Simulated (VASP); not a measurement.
# Be (Fm-3m) in VASP: a series of runs, part 2 of 2

VASP 6.6.1. The steps go on from the part before.

### Step 3. Single point, PBE (volume scaled by 1.08)

File INCAR:

```
PREC = Accurate ; ENCUT = 520
EDIFF = 1E-6 ; ISMEAR = -1
SIGMA = 0.1 ; LREAL = F
LASPH = T ; NELM = 100
ALGO = Normal ; ISIF = 2
LWAVE = F ; LCHARG = F
GGA = PE ; NBANDS = 7
```

File KPOINTS:

```
Automatic mesh
0
Gamma
  28 28 28
```

File POSCAR:

```
Be
1.0
    0.0000000000      1.6202282185      1.6202282185
    1.6202282185      0.0000000000      1.6202282185
    1.6202282185      1.6202282185      0.0000000000
Be
1
Direct
    0.0000000000      0.0000000000      0.0000000000
```

Potentials or basis: VASP PAW PBE potentials, release 64 (Be).

Run with:

```console
cat potpaw_PBE.64/Be/POTCAR > POTCAR
mpirun -np 1 vasp_std > vasp.out
```

OUTCAR:

```text
PREC = Accurate
   ENCUT = 520
   EDIFF = 1E-6
   ISMEAR = -1
   LREAL = F
   LASPH = T
   NELM = 100
   ISIF = 2
   GGA = PE

 ion  position               nearest neighbor table
   1  0.000  0.000  0.000-

  LATTYP: Found a face centered cubic cell.
 ALAT       =     3.2404564370

  Lattice vectors:

 A1 = (   0.0000000000,   1.6202282185,   1.6202282185)
 A2 = (   1.6202282185,   0.0000000000,   1.6202282185)
 A3 = (   1.6202282185,   1.6202282185,   0.0000000000)

Analysis of symmetry for initial positions (statically):
[... 5 lines left out ...]
 face centered cubic supercell.

 Subroutine GETGRP returns: Found 48 space group operations
 (whereof 48 operations were pure point group operations)
 out of a pool of 48 trial point group operations.

The static configuration has the point symmetry O_h .

Analysis of symmetry for dynamics (positions and initial velocities):
[... 5 lines left out ...]
 face centered cubic supercell.

 Subroutine GETGRP returns: Found 48 space group operations
 (whereof 48 operations were pure point group operations)
 out of a pool of 48 trial point group operations.

The dynamic configuration has the point symmetry O_h .

 Subroutine INISYM returns: Found 48 space group operations
 (whereof 48 operations are pure point group operations),
 and found     1 'primitive' translations

----------------------------------------------------------------------------------------

                                     Primitive cell

  volume of cell :       8.5067

  direct lattice vectors                    reciprocal lattice vectors
     0.000000000  1.620228219  1.620228219    -0.308598501  0.308598501  0.308598501
     1.620228219  0.000000000  1.620228219     0.308598501 -0.308598501  0.308598501
     1.620228219  1.620228219  0.000000000     0.308598501  0.308598501 -0.308598501

  length of vectors
     2.291348721  2.291348721  2.291348721     0.534508283  0.534508283  0.534508283

  position of ions in fractional coordinates (direct lattice)
     0.000000000  0.000000000  0.000000000

  ion indices of the primitive-cell ions
   primitive index   ion index
                 1           1

----------------------------------------------------------------------------------------

 KPOINTS: Automatic mesh

Automatic generation of k-mesh.
 Grid dimensions read from file:
 generate k-points for:   28   28   28

 Generating k-lattice:

  Cartesian coordinates                     Fractional coordinates (reciprocal lattice)
    -0.011021375  0.011021375  0.011021375     0.035714286  0.000000000  0.000000000
     0.011021375 -0.011021375  0.011021375     0.000000000  0.035714286  0.000000000
     0.011021375  0.011021375 -0.011021375     0.000000000  0.000000000  0.035714286

  Length of vectors
     0.019089582  0.019089582  0.019089582

  Shift w.r.t. Gamma in fractional coordinates (k-lattice)
     0.000000000  0.000000000  0.000000000

 Subroutine IBZKPT returns following result:
 ===========================================

 Found    624 irreducible k-points:

 Following reciprocal coordinates:
            Coordinates               Weight
  0.000000  0.000000  0.000000      1.000000
  0.035714  0.000000  0.000000      8.000000
  0.071429  0.000000  0.000000      8.000000
  0.107143  0.000000  0.000000      8.000000
  0.142857  0.000000  0.000000      8.000000
  0.178571  0.000000  0.000000      8.000000
[... 16 lines left out ...]
  0.285714  0.035714  0.000000     24.000000
  0.321429  0.035714  0.000000     24.000000
 [... further k-points ...]
   k-points           NKPTS =    624   k-points in BZ     NKDIM =    624   number of bands    NBANDS=      7
   number of dos      NEDOS =    301   number of ions     NIONS =      1
   total plane-waves  NPLWV =   5832
   dimension x,y,z NGX =    18 NGY =   18 NGZ =   18
   dimension x,y,z NGXF=    36 NGYF=   36 NGZF=   36
   ions per type =               1
   NGX,Y,Z   is equivalent  to a cutoff of  13.06, 13.06, 13.06 a.u.
   NGXF,Y,Z  is equivalent  to a cutoff of  26.12, 26.12, 26.12 a.u.
 SYSTEM =  unknown system
   PREC   = accura    normal or accurate (medium, high low for compatibility)
   ISTART =      0    job   : 0-new  1-cont  2-samecut
   ICHARG =      2    charge: 1-file 2-atom 10-const
   ISPIN  =      1    spin polarized calculation?
   LNONCOLLINEAR =      F non collinear calculations
   LSORBIT =      F    spin-orbit coupling
   LASPH  =      T    aspherical Exc in radial PAW
   ENCUT  =  520.0 eV  38.22 Ry    6.18 a.u.   4.26  4.26  4.26*2*pi/ulx,y,z
   NELM   =    100;   NELMIN=  2; NELMDL= -5     # of ELM steps
   EDIFF  = 0.1E-05   stopping-criterion for ELM
   LREAL  =      F    real-space projection
   EDIFFG = 0.1E-04   stopping-criterion for IOM
   NSW    =      0    number of steps for IOM
   IBRION =     -1    ionic relax: 0-MD 1-quasi-New 2-CG
   NFREE  =      0    steps in history (QN), initial steepest desc. (CG)
   ISIF   =      2    stress and relaxation
   ISYM   =      2    0-nonsym 1-usesym 2-fastsym
   POTIM  = 0.5000    time-step for ionic-motion
   TEBEG  =    0.0;   TEEND  =   0.0 temperature during run
   PSTRESS=    0.0 pullay stress
   NELECT =       2.0000    total number of electrons
   NUPDOWN=      -1.0000    fix difference up-down
   EMIN   =  10.00;   EMAX   =-10.00  energy-range for DOS
   EFERMI =   0.00;   METHOD = LEGACY
   ISMEAR =    -1;   SIGMA  =   0.10  broadening in eV -4-tet -1-fermi 0-gaus
   EFERMI_NEDOS =   21; number of points for ismear=-14 and -15
   IALGO  =     38    algorithm
   IMIX   =      4    mixing-type and parameters
     AMIX     =   0.40;   BMIX     =  1.00
     AMIX_MAG =   1.60;   BMIX_MAG =  1.00
  volume/ion in A,a.u.               =       8.51        57.41
  Fermi-wavevector in a.u.,A,eV,Ry     =   1.010412  1.909402 13.890638  1.020933
  Thomas-Fermi vector in A             =   2.143400
   LORBIT       =      0    0 simple, 1 ext, 2 COOP (PROOUT), +10 PAW based schemes
   GGA     = PE    functional components
   LHFCALC =     F    Hartree Fock is set to
   AEXX    =    0.0000 exact exchange contribution
   IVDW    =     0    specifies the selected vdW correction
   LEPSILON=     F    determine dielectric tensor
   LRPA    =     F    only Hartree local field effects (RPA)
 non-spin polarized calculation
  energy-cutoff  :      520.00
  volume of cell :        8.51
 maximum number of plane-waves:       259
 NGX is ok and might be reduce to    18
   NGX =  9   NGY =  9   NGZ =  9

 number of electron       2.0000000 magnetization

 Free energy of the ion-electron system (eV)
  ---------------------------------------------------
  ext. energy  EPLUGINS =         0.00000000
  ---------------------------------------------------
  free energy    TOTEN  =        -3.67182054 eV

  energy without entropy =       -3.66731501  energy(sigma->0) =       -3.66956777

 E-fermi :   6.7948     XC(G=0): -10.3722

 val. band max:        6.7724138341   @ k =  -0.2857   0.4286   0.1429
 cond. band min:       6.7979395803   @ k =  -0.3214   0.3929   0.0714
 fundamental gap:      0.0255257461
 Fermi energy:         6.7948169075

 k-point     1 :       0.0000    0.0000    0.0000
  band No.  band energies     occupation
      1      -4.5145      2.00000
      2      25.1746      0.00000
      3      25.1746      0.00000
      4      25.1746      0.00000
      5      34.6464      0.00000
      6      34.6464      0.00000
      7      34.6464      0.00000

 k-point     2 :       0.0357    0.0000    0.0000
  band No.  band energies     occupation
      1      -4.4734      2.00000
      2      24.8566      0.00000
      3      25.1065      0.00000
      4      25.1065      0.00000
      5      34.0001      0.00000
      6      34.7793      0.00000
      7      34.7793      0.00000

 k-point     3 :       0.0714    0.0000    0.0000
  band No.  band energies     occupation
      1      -4.3501      2.00000
      2      23.9445      0.00000
      3      24.9165      0.00000
      4      24.9165      0.00000
      5      33.2537      0.00000
      6      35.1494      0.00000
      7      35.1494      0.00000
[... 191 lines left out ...]
 k-point    23 :       0.2857    0.0357    0.0000
  band No.  band energies     occupation
      1      -2.0743      2.00000
      2      14.3978      0.00000
      3      22.5046      0.00000
      4      23.6446      0.00000
      5      32.8374      0.00000
      6      35.0012      0.00000
      7      35.5513      0.00000

 k-point    24 :       0.3214    0.0357    0.0000
  band No.  band energies     occupation
      1      -1.4190      2.00000
      2      12.7149      0.00000
      3      22.3170      0.00000
      4      23.3567      0.00000
      5      32.3061      0.00000
      6      34.7672      0.00000
      7      35.3951      0.00000

 [... further k-points ...]
[... 5 lines left out ...]
  --------------------------------------------------------------------------------------
  -------------------------------------------------------------------------------------
  Total       -0.4191595     -0.4191595     -0.4191595      0.0000000      0.0000000      0.0000000
  in kB      -78.9462263    -78.9462263    -78.9462263      0.0000000      0.0000000      0.0000000
  external PRESSURE =     -78.9462263 kB  Pullay stress =       0.0000000 kB

 VOLUME and BASIS-vectors are now :
 -----------------------------------------------------------------------------
  energy-cutoff  :      520.00
  volume of cell :        8.51
      direct lattice vectors                 reciprocal lattice vectors
     0.000000000  1.620228219  1.620228219    -0.308598501  0.308598501  0.308598501
     1.620228219  0.000000000  1.620228219     0.308598501 -0.308598501  0.308598501
     1.620228219  1.620228219  0.000000000     0.308598501  0.308598501 -0.308598501

 POSITION                                       TOTAL-FORCE (eV/Angst)
 -----------------------------------------------------------------------------------
      0.00000      0.00000      0.00000         0.000000      0.000000      0.000000
 -----------------------------------------------------------------------------------
    total drift:                                0.000000      0.000000     -0.000000

  FREE ENERGIE OF THE ION-ELECTRON SYSTEM (eV)
  ---------------------------------------------------
  free  energy   TOTEN  =        -3.6718205407 eV

  energy  without entropy=       -3.6673150062  energy(sigma->0) =       -3.66956777
```

It took 15 s on 1 thread of Intel Xeon Platinum 8488C (Sapphire Rapids), shared host; peak memory 0.14 GiB.

What came out:

* Free energy: -3.6718 eV
* Pressure: -7.9 GPa
* Band gap on the k mesh: zero (band 1 reaches 7.84 eV, above the bottom of band 2 at 6.66 eV)

### Step 4. Single point, PBE (volume scaled by 1.12)

File INCAR:

```
SYSTEM = Be
  PREC = Accurate
  ENCUT = 520
  EDIFF = 1E-6
  ISMEAR = -1
  SIGMA = 0.1
  LREAL = .FALSE.
  LASPH = .TRUE.
  NELM = 80
  ALGO = Normal
  ISIF = 2
  LWAVE = .FALSE.
  LCHARG = .FALSE.
  GGA = PE
  NBANDS = 7
```

File KPOINTS:

```
regular mesh
0
G
  28 28 28
  0 0 0
```

File POSCAR:

```
Be
1.0
    0.0000000000      1.6399890468      1.6399890468
    1.6399890468      0.0000000000      1.6399890468
    1.6399890468      1.6399890468      0.0000000000
Be
1
Direct
    0.0000000000      0.0000000000      0.0000000000
```

Run with:

```console
cat potpaw_PBE.64/Be/POTCAR > POTCAR
mpirun -np 1 vasp_std > vasp.out
```

Run time: 15 s. Hardware: 1 thread of Intel Xeon Platinum 8488C (Sapphire Rapids), shared host; peak memory 0.14 GiB.

Results (log left out):

- Free energy: -3.6531 eV
- Pressure: -11.0 GPa
- Band gap on the k mesh: zero (band 1 reaches 7.54 eV, above the bottom of band 2 at 6.33 eV)

Levels at points of the mesh, in eV from the Fermi level:
```tsv
k point	band 1	band 2	band 3	band 4	band 5
(0.00, 0.00, 0.00)	-11.05	17.90	17.90	17.90	27.27
(0.50, 0.00, 0.00)	-4.66	-0.13	15.23	15.23	24.65
(0.50, 0.50, 0.00)	-2.27	3.58	8.91	8.91	14.39
```

### Step 5. Summary

```tsv
cell	gap on the mesh (eV)	pressure (GPa)
a = 2.263 Å, angles 60.0°, 1 atom	none	-4.2
a = 2.291 Å, angles 60.0°, 1 atom	none	-7.9
a = 2.319 Å, angles 60.0°, 1 atom	none	-11.0
```

Alike in all rows: task single point; level PBE; potentials or basis VASP PAW PBE potentials, release 64 (Be); no spin polarisation; k mesh 28 × 28 × 28; cutoff (eV) 520; smearing fermi-dirac 0.1 eV.

Absolute energies hang on the potentials; compare differences alone.
